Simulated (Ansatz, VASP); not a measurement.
## Two plane-wave programs on BaTiO3

```
Ba Ti O
1.0
     4.11979    0.00000    0.00000
     0.00000    4.11979    0.00000
     0.00000    0.00000    4.01800
Ba Ti O
1 1 3
Direct
  0.00000 0.00000 0.00000
  0.50000 0.50000 0.48200
  0.50000 0.50000 0.01600
  0.50000 0.00000 0.51500
  0.00000 0.50000 0.51500
```

Change from the starting cell: equal xx and yy strain of +3 %, PAW files.

Alike in both runs: task electric field gradients; functional PBE; k mesh 7 × 7 × 7; occupations fermi-dirac, width 0.08 eV; no spin polarisation.

|  | VASP | Ansatz |
| --- | --- | --- |
| version | VASP 6.6.1 | Ansatz 0.2.0 |
| potentials or method | VASP PAW PBE potentials, release 64 (Ba_sv, Ti_sv, O) | PAW with Ansatz's default frozen-core files, scalar-relativistic |
| plane-wave cutoff (eV) | 520 | 420 |
| valence electrons in the cell | 40 | 40 |

```csv
,VASP,Ansatz,Ansatz less VASP
pressure (GPa),-4.6,-6.0,-1.44
"traceless stress, the component that is largest in VASP (GPa)",3.95,3.79,-0.162
rms of the force components (eV/Å),0.133,0.145,+0.0124
size of Vzz on the site where it differs most (V/Å²),12.8,14.2,+1.41
```

Atom by atom the forces differ by 0.021 eV/Å (rms over components). With one functional, cell and mesh, what is left measures potentials, basis and numerics.

Neither program's run includes spin-orbit coupling.
